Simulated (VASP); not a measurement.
V3Mo:

```
V Mo
1.0
     0.00000    3.02409    3.02409
     3.02409    0.00000    3.02409
     3.02409    3.02409    0.00000
V Mo
3 1
Direct
  0.25000 0.25000 0.25000
  0.75000 0.75000 0.75000
  0.50000 0.50000 0.50000
  0.00000 0.00000 0.00000
```

Program: VASP 6.6.1. Alike in all runs: task single point; level LDA; potentials or basis VASP PAW LDA potentials, release 64 (V_sv, Mo_sv); cell as given; k mesh 7 × 7 × 7; cutoff (eV) 500; smearing fermi-dirac 0.05 eV.

Problem. Order these runs on this cell by their pressure, lowest first.
A. spin collinear, ferromagnetic start; fixed moment (μB) 5.4
B. spin collinear, zero start; fixed moment (μB) 0.0
C. spin collinear, ferromagnetic start; fixed moment (μB) 4.0
D. spin collinear, ferromagnetic start; fixed moment (μB) 2.7

Solution. B (-10.7 GPa), D (-6.9 GPa), C (-3.6 GPa), A (1.3 GPa).

Caveats: the total moment is fixed, so each spin has its own Fermi level; the cell stands under tension (at least some runs).
